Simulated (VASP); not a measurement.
# NaTbBr4 (P4/mmm) in VASP: a series of runs

The runs below take NaTbBr4 through single point, relaxation of cell and atoms, with PBE.

Program: VASP 6.6.1. These are calculated values, not measurements. Logs are shortened: lines on timing, memory, paths and dates and some standing lists are left out, and cuts for length are marked.

## (1) The cell of the first run

It takes space group P4/mmm (No. 123, tetragonal). The conventional cell has a = 4.873 Å, b = 4.873 Å, c = 7.002 Å, α = 90.00°, β = 90.00°, γ = 90.00°. Na (site symmetry 4/mmm) has 8 Br at 2.95 Å within 3.9 Å. Within 4.0 Å of Tb (site symmetry 4/mmm) lie 8 Br at 3.05 Å. Within 3.9 Å of Br (site symmetry 2mm) lie 2 Na at 2.95 Å and 2 Tb at 3.05 Å and 6 Br at 3.32 to 3.69 Å.

The cell was built from a structure type or drawn by symmetry, and may not be a known phase.

## (2) Single point, PBE

File INCAR:

```
  PREC = Accurate
  ENCUT = 500
  EDIFF = 1E-6
  ISMEAR = 0
  SIGMA = 0.1
  LREAL = False
  LASPH = True
  NELM = 200
  ALGO = Normal
  ISIF = 2
  LWAVE = False
  LCHARG = False
  GGA = PE
  NBANDS = 31
  GGA_COMPAT = False
  LMAXMIX = 6
```

File KPOINTS:

```
regular mesh
0
Gamma
  4 4 4
```

File POSCAR:

```
NaTbBr4
1.0
    4.8725534000      0.0000000000      0.0000000000
    0.0000000000      4.8725534000      0.0000000000
    0.0000000000      0.0000000000      7.0018617400
Na Tb Br
1 1 4
Direct
    0.0000000000      0.0000000000      0.0000000000
    0.5000000000      0.5000000000      0.5000000000
    0.5000000000      0.0000000000      0.7631459800
    0.0000000000      0.5000000000      0.2368540200
    0.5000000000      0.0000000000      0.2368540200
    0.0000000000      0.5000000000      0.7631459800
```

Potentials or basis: VASP PAW PBE potentials, release 64 (Na_pv, Tb_3, Br), 4f in core.

Run with:

```
cat potpaw_PBE.64/Na_pv/POTCAR potpaw_PBE.64/Tb_3/POTCAR potpaw_PBE.64/Br/POTCAR > POTCAR
mpirun -np 1 vasp_std > vasp.out
```

OUTCAR:

```text
PREC = Accurate
   ENCUT = 500
   EDIFF = 1E-6
   ISMEAR = 0
   LREAL = False
   LASPH = True
   NELM = 200
   ISIF = 2
   GGA = PE

 ion  position               nearest neighbor table
   1  0.000  0.000  0.000-
   2  0.500  0.500  0.500-   3 3.05   4 3.05   5 3.05   6 3.05   3 3.05   5 3.05   4 3.05   6 3.05

   3  0.500  0.000  0.763-   2 3.05   2 3.05
   4  0.000  0.500  0.237-   2 3.05   2 3.05
   5  0.500  0.000  0.237-   2 3.05   2 3.05
   6  0.000  0.500  0.763-   2 3.05   2 3.05

  LATTYP: Found a simple tetragonal cell.
 ALAT       =     4.8725534000
 C/A-ratio  =     1.4370005139

  Lattice vectors:

 A1 = (   4.8725534000,   0.0000000000,   0.0000000000)
 A2 = (   0.0000000000,   4.8725534000,   0.0000000000)
 A3 = (   0.0000000000,   0.0000000000,   7.0018617400)

Analysis of symmetry for initial positions (statically):
=====================================================================
 Subroutine PRICEL returns:
 Original cell was already a primitive cell.

 Routine SETGRP: Setting up the symmetry group for a
 simple tetragonal supercell.

 Subroutine GETGRP returns: Found 16 space group operations
 (whereof 16 operations were pure point group operations)
 out of a pool of 16 trial point group operations.

The static configuration has the point symmetry D_4h.

Analysis of symmetry for dynamics (positions and initial velocities):
=====================================================================
 Subroutine PRICEL returns:
 Original cell was already a primitive cell.

 Routine SETGRP: Setting up the symmetry group for a
 simple tetragonal supercell.

 Subroutine GETGRP returns: Found 16 space group operations
 (whereof 16 operations were pure point group operations)
 out of a pool of 16 trial point group operations.

The dynamic configuration has the point symmetry D_4h.

 Subroutine INISYM returns: Found 16 space group operations
 (whereof 16 operations are pure point group operations),
 and found     1 'primitive' translations

----------------------------------------------------------------------------------------

                                     Primitive cell

  volume of cell :     166.2366

  direct lattice vectors                    reciprocal lattice vectors
     4.872553400  0.000000000  0.000000000     0.205231204  0.000000000  0.000000000
     0.000000000  4.872553400  0.000000000     0.000000000  0.205231204  0.000000000
     0.000000000  0.000000000  7.001861740     0.000000000  0.000000000  0.142819158

  length of vectors
     4.872553400  4.872553400  7.001861740     0.205231204  0.205231204  0.142819158

  position of ions in fractional coordinates (direct lattice)
     0.000000000  0.000000000  0.000000000
     0.500000000  0.500000000  0.500000000
     0.500000000  0.000000000  0.763145980
     0.000000000  0.500000000  0.236854020
     0.500000000  0.000000000  0.236854020
     0.000000000  0.500000000  0.763145980

  ion indices of the primitive-cell ions
   primitive index   ion index
                 1           1
                 2           2
                 3           3
                 4           4
                 5           5
                 6           6

----------------------------------------------------------------------------------------

 KPOINTS: regular mesh

Automatic generation of k-mesh.
 Grid dimensions read from file:
 generate k-points for:    4    4    4

 Generating k-lattice:

  Cartesian coordinates                     Fractional coordinates (reciprocal lattice)
     0.051307801  0.000000000  0.000000000     0.250000000  0.000000000  0.000000000
     0.000000000  0.051307801  0.000000000     0.000000000  0.250000000  0.000000000
     0.000000000  0.000000000  0.035704790     0.000000000  0.000000000  0.250000000

  Length of vectors
     0.051307801  0.051307801  0.035704790

  Shift w.r.t. Gamma in fractional coordinates (k-lattice)
     0.000000000  0.000000000  0.000000000

 Subroutine IBZKPT returns following result:
 ===========================================

 Found     18 irreducible k-points:

 Following reciprocal coordinates:
            Coordinates               Weight
  0.000000  0.000000  0.000000      1.000000
  0.250000  0.000000  0.000000      4.000000
  0.500000  0.000000  0.000000      2.000000
  0.250000  0.250000  0.000000      4.000000
  0.500000  0.250000  0.000000      4.000000
  0.500000  0.500000  0.000000      1.000000
[... 10 lines left out ...]
  0.500000  0.250000  0.500000      4.000000
  0.500000  0.500000  0.500000      1.000000
   k-points           NKPTS =     18   k-points in BZ     NKDIM =     18   number of bands    NBANDS=     31
   number of dos      NEDOS =    301   number of ions     NIONS =      6
   total plane-waves  NPLWV =  69984
   dimension x,y,z NGX =    36 NGY =   36 NGZ =   54
   dimension x,y,z NGXF=    72 NGYF=   72 NGZF=  108
   ions per type =               1   1   4
   NGX,Y,Z   is equivalent  to a cutoff of  12.28, 12.28, 12.82 a.u.
   NGXF,Y,Z  is equivalent  to a cutoff of  24.57, 24.57, 25.64 a.u.
 SYSTEM =  unknown system
   PREC   = accura    normal or accurate (medium, high low for compatibility)
   ISTART =      0    job   : 0-new  1-cont  2-samecut
   ICHARG =      2    charge: 1-file 2-atom 10-const
   ISPIN  =      1    spin polarized calculation?
   LNONCOLLINEAR =      F non collinear calculations
   LSORBIT =      F    spin-orbit coupling
   LASPH  =      T    aspherical Exc in radial PAW
   ENCUT  =  500.0 eV  36.75 Ry    6.06 a.u.   8.88  8.88 12.77*2*pi/ulx,y,z
   NELM   =    200;   NELMIN=  2; NELMDL= -5     # of ELM steps
   EDIFF  = 0.1E-05   stopping-criterion for ELM
   LREAL  =      F    real-space projection
   EDIFFG = 0.1E-04   stopping-criterion for IOM
   NSW    =      0    number of steps for IOM
   IBRION =     -1    ionic relax: 0-MD 1-quasi-New 2-CG
   NFREE  =      0    steps in history (QN), initial steepest desc. (CG)
   ISIF   =      2    stress and relaxation
   ISYM   =      2    0-nonsym 1-usesym 2-fastsym
   POTIM  = 0.5000    time-step for ionic-motion
   TEBEG  =    0.0;   TEEND  =   0.0 temperature during run
   PSTRESS=    0.0 pullay stress
   NELECT =      44.0000    total number of electrons
   NUPDOWN=      -1.0000    fix difference up-down
   EMIN   =  10.00;   EMAX   =-10.00  energy-range for DOS
   EFERMI =   0.00;   METHOD = LEGACY
   ISMEAR =     0;   SIGMA  =   0.10  broadening in eV -4-tet -1-fermi 0-gaus
   EFERMI_NEDOS =   21; number of points for ismear=-14 and -15
   IALGO  =     38    algorithm
   IMIX   =      4    mixing-type and parameters
     AMIX     =   0.40;   BMIX     =  1.00
     AMIX_MAG =   1.60;   BMIX_MAG =  1.00
  volume/ion in A,a.u.               =      27.71       186.97
  Fermi-wavevector in a.u.,A,eV,Ry     =   1.051115  1.986319 15.032292  1.104842
  Thomas-Fermi vector in A             =   2.186145
   LORBIT       =      0    0 simple, 1 ext, 2 COOP (PROOUT), +10 PAW based schemes
   GGA     = PE    functional components
   LHFCALC =     F    Hartree Fock is set to
   AEXX    =    0.0000 exact exchange contribution
   IVDW    =     0    specifies the selected vdW correction
   LEPSILON=     F    determine dielectric tensor
   LRPA    =     F    only Hartree local field effects (RPA)
 non-spin polarized calculation
 Gauss-broadening in eV      SIGMA  =   0.10
  energy-cutoff  :      500.00
  volume of cell :      166.24
 maximum number of plane-waves:      4280
 NGX is ok and might be reduce to    36
   NGX = 17   NGY = 17   NGZ = 25

 number of electron      43.9999980 magnetization

 Free energy of the ion-electron system (eV)
  ---------------------------------------------------
  ext. energy  EPLUGINS =         0.00000000
  ---------------------------------------------------
  free energy    TOTEN  =       -22.02067598 eV

  energy without entropy =      -22.02067598  energy(sigma->0) =      -22.02067598

 E-fermi :   2.0776     XC(G=0):  -8.6478

 val. band max:        1.5633220118   @ k =   0.5000   0.5000   0.0000
 cond. band min:       3.6234630596   @ k =   0.0000   0.0000   0.0000
 fundamental gap:      2.0601410478
 Fermi energy:         2.0775596171

 k-point     1 :       0.0000    0.0000    0.0000
  band No.  band energies     occupation
      1     -21.5410      2.00000
      2     -21.5193      2.00000
      3     -21.5193      2.00000
      4     -20.9817      2.00000
      5     -20.9817      2.00000
      6     -20.9750      2.00000
[... 23 lines left out ...]
     30       7.8971      0.00000
     31       7.9580      0.00000

 k-point     2 :       0.2500    0.0000    0.0000
  band No.  band energies     occupation
      1     -21.5370      2.00000
      2     -21.5333      2.00000
      3     -21.5188      2.00000
      4     -20.9837      2.00000
      5     -20.9816      2.00000
      6     -20.9745      2.00000
[... 23 lines left out ...]
     30       8.1127      0.00000
     31       8.5222      0.00000

 k-point     3 :       0.5000    0.0000    0.0000
  band No.  band energies     occupation
      1     -21.5471      2.00000
      2     -21.5330      2.00000
      3     -21.5183      2.00000
      4     -20.9858      2.00000
      5     -20.9816      2.00000
      6     -20.9741      2.00000
[... 23 lines left out ...]
     30       8.3459      0.00000
     31       9.5701      0.00000

 k-point     4 :       0.2500    0.2500    0.0000
  band No.  band energies     occupation
      1     -21.5331      2.00000
      2     -21.5329      2.00000
      3     -21.5327      2.00000
      4     -20.9837      2.00000
      5     -20.9836      2.00000
      6     -20.9740      2.00000
[... 431 lines left out ...]
     30       8.3016      0.00000
     31       9.2382      0.00000

 k-point    17 :       0.5000    0.2500    0.5000
  band No.  band energies     occupation
      1     -21.5465      2.00000
      2     -21.5322      2.00000
      3     -21.5294      2.00000
      4     -20.9857      2.00000
      5     -20.9836      2.00000
      6     -20.9735      2.00000
[... 23 lines left out ...]
     30       8.5795      0.00000
     31       8.8738      0.00000

 k-point    18 :       0.5000    0.5000    0.5000
  band No.  band energies     occupation
      1     -21.5459      2.00000
      2     -21.5459      2.00000
      3     -21.5254      2.00000
      4     -20.9857      2.00000
      5     -20.9857      2.00000
      6     -20.9730      2.00000
[... 23 lines left out ...]
     30       8.0084      0.00000
     31       9.6702      0.00000

------------------------ aborting loop because EDIFF is reached ----------------------------------------

  FORCE on cell =-STRESS in cart. coord.  units (eV):
  Direction    XX          YY          ZZ          XY          YZ          ZX
  --------------------------------------------------------------------------------------
  -------------------------------------------------------------------------------------
  Total        2.3725839      2.3725839      0.4961888      0.0000000      0.0000000      0.0000000
  in kB       22.8668013     22.8668013      4.7822341      0.0000000      0.0000000      0.0000000
  external PRESSURE =      16.8386122 kB  Pullay stress =       0.0000000 kB

 VOLUME and BASIS-vectors are now :
 -----------------------------------------------------------------------------
  energy-cutoff  :      500.00
  volume of cell :      166.24
      direct lattice vectors                 reciprocal lattice vectors
     4.872553400  0.000000000  0.000000000     0.205231204  0.000000000  0.000000000
     0.000000000  4.872553400  0.000000000     0.000000000  0.205231204  0.000000000
     0.000000000  0.000000000  7.001861740     0.000000000  0.000000000  0.142819158

 POSITION                                       TOTAL-FORCE (eV/Angst)
 -----------------------------------------------------------------------------------
      0.00000      0.00000      0.00000        -0.000000      0.000000     -0.000000
      2.43628      2.43628      3.50093        -0.000000      0.000000     -0.000000
      2.43628      0.00000      5.34344         0.000000      0.000000     -1.089131
      0.00000      2.43628      1.65842         0.000000     -0.000000      1.089131
      2.43628      0.00000      1.65842        -0.000000      0.000000      1.089131
      0.00000      2.43628      5.34344        -0.000000      0.000000     -1.089131
 -----------------------------------------------------------------------------------
    total drift:                                0.000000      0.000000     -0.000000

  FREE ENERGIE OF THE ION-ELECTRON SYSTEM (eV)
  ---------------------------------------------------
  free  energy   TOTEN  =       -22.0206759830 eV

  energy  without entropy=      -22.0206759830  energy(sigma->0) =      -22.02067598
```

Wall time 54 s (1 thread of Intel Xeon 6975P-C (Granite Rapids), shared host); peak memory 0.29 GiB.

What came out:

- Free energy: -22.0207 eV
- Pressure: 1.7 GPa
- Largest force: 1.089 eV/Å
- Band gap on the k mesh: 2.06 eV (least direct gap 2.33 eV)

Forces on the atoms (eV/Å):
```
Na   0.000  0.000  0.000
Tb   0.000  0.000  0.000
Br   0.000  0.000 -1.089
Br   0.000  0.000  1.089
Br   0.000  0.000  1.089
Br   0.000  0.000 -1.089
```

Stress tensor (GPa, compression positive):
```
2.29 0.00 0.00
0.00 2.29 0.00
0.00 0.00 0.48
```

Caveat: spin-orbit coupling is left out, which moves the levels of the heavy elements; the 4f electrons are frozen in the core, so they carry no moment and show no levels; forces of over 1 eV/Å act on the atoms, so gaps and moduli don't describe the material at rest.

## (3) Single point, PBE

This run uses another cell than the first one, of 29.98 Å³/atom.

File INCAR:

```
  ALGO = Normal
  EDIFF = 1E-6
  ENCUT = 500
  GGA = PE
  GGA_COMPAT = False
  ISIF = 2
  ISMEAR = 0
  LASPH = True
  LCHARG = True
  LELF = True
  LMAXMIX = 6
  LREAL = False
  LVHAR = True
  LWAVE = False
  NBANDS = 31
  NELM = 200
  PREC = Accurate
  SIGMA = 0.1
```

File KPOINTS:

```
k-points
0
Gamma
  4 4 4
```

File POSCAR:

```
NaTbBr4
1.0
    4.9790305874      0.0000000000      0.0000000000
    0.0000000000      4.9790305874      0.0000000000
    0.0000000000      0.0000000000      7.2566451810
Na Tb Br
1 1 4
Direct
    0.0000000000      0.0000000000      0.0000000000
    0.5000000000      0.5000000000      0.5000000000
    0.5000000000      0.0000000000      0.7356450459
    0.0000000000      0.5000000000      0.2643549541
    0.5000000000      0.0000000000      0.2643549541
    0.0000000000      0.5000000000      0.7356450459
```

Potentials or basis: VASP PAW PBE potentials, release 64 (Na_pv, Tb_3, Br), 4f in core.

Run with:

```
cat potpaw_PBE.64/Na_pv/POTCAR potpaw_PBE.64/Tb_3/POTCAR potpaw_PBE.64/Br/POTCAR > POTCAR
mpirun -np 1 vasp_std > vasp.out
```

OUTCAR:

```text
EDIFF = 1E-6
   ENCUT = 500
   GGA = PE
   ISIF = 2
   ISMEAR = 0
   LASPH = True
   LREAL = False
   NELM = 200
   PREC = Accurate

 ion  position               nearest neighbor table
   1  0.000  0.000  0.000-
   2  0.500  0.500  0.500-   3 3.02   4 3.02   5 3.02   6 3.02   3 3.02   5 3.02   4 3.02   6 3.02

   3  0.500  0.000  0.736-   2 3.02   2 3.02
   4  0.000  0.500  0.264-   2 3.02   2 3.02
   5  0.500  0.000  0.264-   2 3.02   2 3.02
   6  0.000  0.500  0.736-   2 3.02   2 3.02

  LATTYP: Found a simple tetragonal cell.
 ALAT       =     4.9790305874
 C/A-ratio  =     1.4574413741

  Lattice vectors:

 A1 = (   4.9790305874,   0.0000000000,   0.0000000000)
 A2 = (   0.0000000000,   4.9790305874,   0.0000000000)
 A3 = (   0.0000000000,   0.0000000000,   7.2566451810)

Analysis of symmetry for initial positions (statically):
=====================================================================
[... 172 lines left out ...]

 E-fermi :   1.3427     XC(G=0):  -8.2572

 val. band max:        0.9063784438   @ k =   0.5000   0.5000   0.0000
 cond. band min:       3.2691529508   @ k =   0.0000   0.0000   0.0000
 fundamental gap:      2.3627745070
 Fermi energy:         1.3427389356

 k-point     1 :       0.0000    0.0000    0.0000
  band No.  band energies     occupation
      1     -21.9983      2.00000
      2     -21.9369      2.00000
      3     -21.9369      2.00000
      4     -21.9155      2.00000
      5     -21.9155      2.00000
      6     -21.9042      2.00000
[... 601 lines left out ...]
     30       7.5796      0.00000
     31       8.8442      0.00000

------------------------ aborting loop because EDIFF is reached ----------------------------------------

  FORCE on cell =-STRESS in cart. coord.  units (eV):
  Direction    XX          YY          ZZ          XY          YZ          ZX
  --------------------------------------------------------------------------------------
  -------------------------------------------------------------------------------------
  Total        0.0113074      0.0113074      0.1332363      0.0000000      0.0000000      0.0000000
  in kB        0.1007044      0.1007044      1.1866094      0.0000000      0.0000000      0.0000000
  external PRESSURE =       0.4626727 kB  Pullay stress =       0.0000000 kB

 VOLUME and BASIS-vectors are now :
 -----------------------------------------------------------------------------
  energy-cutoff  :      500.00
  volume of cell :      179.90
      direct lattice vectors                 reciprocal lattice vectors
     4.979030587  0.000000000  0.000000000     0.200842309  0.000000000  0.000000000
     0.000000000  4.979030587  0.000000000     0.000000000  0.200842309  0.000000000
     0.000000000  0.000000000  7.256645181     0.000000000  0.000000000  0.137804726

 POSITION                                       TOTAL-FORCE (eV/Angst)
 -----------------------------------------------------------------------------------
      0.00000      0.00000      0.00000        -0.000000      0.000000      0.000000
      2.48952      2.48952      3.62832        -0.000000      0.000000      0.000000
      2.48952      0.00000      5.33832        -0.000000      0.000000     -0.042085
      0.00000      2.48952      1.91833        -0.000000      0.000000      0.042085
      2.48952      0.00000      1.91833         0.000000      0.000000      0.042085
      0.00000      2.48952      5.33832        -0.000000     -0.000000     -0.042085
 -----------------------------------------------------------------------------------
    total drift:                                0.000000      0.000000      0.000000

  FREE ENERGIE OF THE ION-ELECTRON SYSTEM (eV)
  ---------------------------------------------------
  free  energy   TOTEN  =       -22.4858465393 eV

  energy  without entropy=      -22.4858465393  energy(sigma->0) =      -22.48584654
```

stdout:

```text
POSCAR found type information on POSCAR NaTbBr
 POSCAR found :  3 types and       6 ions
 scaLAPACK will be used
 LDA part: xc-table for (Slater+PW92), standard interpolation
 POSCAR, INCAR and KPOINTS ok, starting setup
 FFT: planning ... GRIDC
 FFT: planning ... GRID_SOFT
 FFT: planning ... GRID
 WAVECAR not read
 entering main loop
```

Wall time 60 s (1 thread of Intel Xeon 6975P-C (Granite Rapids), shared host); peak memory 0.29 GiB.

What came out:

* Free energy: -22.4858 eV
* Pressure: 0.0 GPa
* Largest force: 0.042 eV/Å
* Band gap on the k mesh: 2.36 eV (least direct gap 2.75 eV)

Forces in eV/Å, atoms in the order of the input:
```
Na   0.000  0.000  0.000
Tb   0.000  0.000  0.000
Br   0.000  0.000 -0.042
Br   0.000  0.000  0.042
Br   0.000  0.000  0.042
Br   0.000  0.000 -0.042
```

Caveat: spin-orbit coupling is left out, which moves the levels of the heavy elements; the 4f electrons are frozen in the core, so they carry no moment and show no levels. A k mesh can miss the band edges.

(Continued in part 2 of 2.)
